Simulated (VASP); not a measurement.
Here is a VASP 6.6.1 calculation.

File INCAR:

```
SYSTEM = MoRu5
PREC = Accurate ; ENCUT = 520
EDIFF = 1E-6 ; ISMEAR = 0
SIGMA = 0.1 ; LREAL = .False.
LASPH = .True. ; NELM = 60
ALGO = Normal ; ISIF = 2
LWAVE = .False. ; LCHARG = .False.
GGA = PE ; NBANDS = 51
```

Contents of KPOINTS:

```
Automatic mesh
0
Gamma
  6 6 4
  0 0 0
```

The input POSCAR:

```
MoRu5
1.0
    4.7160651200      0.0000000000      0.0000000000
   -2.3580325600      4.0842322000      0.0000000000
    0.0000000000      0.0000000000      4.4047989400
Mo Ru
1 5
Direct
    0.0000000000      0.0000000000      0.0000000000
    0.3333333300      0.6666666700      0.0000000000
    0.6666666700      0.3333333300      0.0000000000
    0.6666666700      0.6666666700      0.5000000000
    0.3333333300      0.0000000000      0.5000000000
    0.0000000000      0.3333333300      0.5000000000
```

Potentials or basis: VASP PAW PBE potentials, release 64 (Mo_sv, Ru_pv).

Launch:

```bash
$ cat potpaw_PBE.64/Mo_sv/POTCAR potpaw_PBE.64/Ru_pv/POTCAR > POTCAR
$ mpirun -np 1 vasp_std > vasp.out
```

**Question.** What does it give for the pressure?

**Answer.** -1.4 GPa.

**Question.** Estimate the largest force.

**Answer.** 0.394 eV/Å.

**Question.** Predict the band gap on the k mesh.

**Answer.** Zero (bands 42 and 43 overlap by 1.26 eV).

Stress tensor (GPa, compression positive):
```
 2.66  0.00  0.00
 0.00  2.66  0.00
 0.00  0.00 -9.38
```
